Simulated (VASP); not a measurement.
CaIr2, 6 atoms in the cell. Symmetry: Fd-3m, No. 227, cubic system. The conventional cell has a = 7.526 Å, b = 7.526 Å, c = 7.526 Å, α = 90.00°, β = 90.00°, γ = 90.00°. Within 4.1 Å of Ca (site symmetry -43m) lie 12 Ir at 3.12 Å and 4 Ca at 3.26 Å. Within 3.5 Å of Ir (site symmetry -3m) lie 6 Ir at 2.66 Å and 6 Ca at 3.12 Å. 

```yaml
Program: VASP 6.6.1
Task: single point
Functional: r2SCAN
Potentials_or_basis: VASP PAW PBE potentials, release 64 (Ca_sv, Ir_sv_GW)
Cutoff: 620 eV
k_mesh: 6 × 6 × 6
Occupations: methfessel-paxton, width 0.15 eV
Spin: no spin polarisation
Dipole_correction: no
Further_INCAR_settings: ALGO = Normal; EDIFF = 1e-06; NBANDS = 53
```

Potentials or basis: VASP PAW PBE potentials, release 64 (Ca_sv, Ir_sv_GW).

Launch:

```sh
$ cat potpaw_PBE.64/Ca_sv/POTCAR potpaw_PBE.64/Ir_sv_GW/POTCAR > POTCAR
$ cp INCAR.step1 INCAR
$ mpirun -np 1 vasp_std > vasp.out
$ cp INCAR.step2 INCAR
$ mpirun -np 1 vasp_std > vasp.out
```

Hardware: 1 thread of Intel(R) Xeon(R) Platinum 8259CL CPU @ 2.50GHz (Skylake/Cascade Lake), with other jobs on the host.

Q: How long does it take, and how much memory?

A: It took 9.7 min on 1 thread of Intel(R) Xeon(R) Platinum 8259CL CPU @ 2.50GHz (Skylake/Cascade Lake) (shared host), peak memory 0.41 GiB. Counts: k points 16.
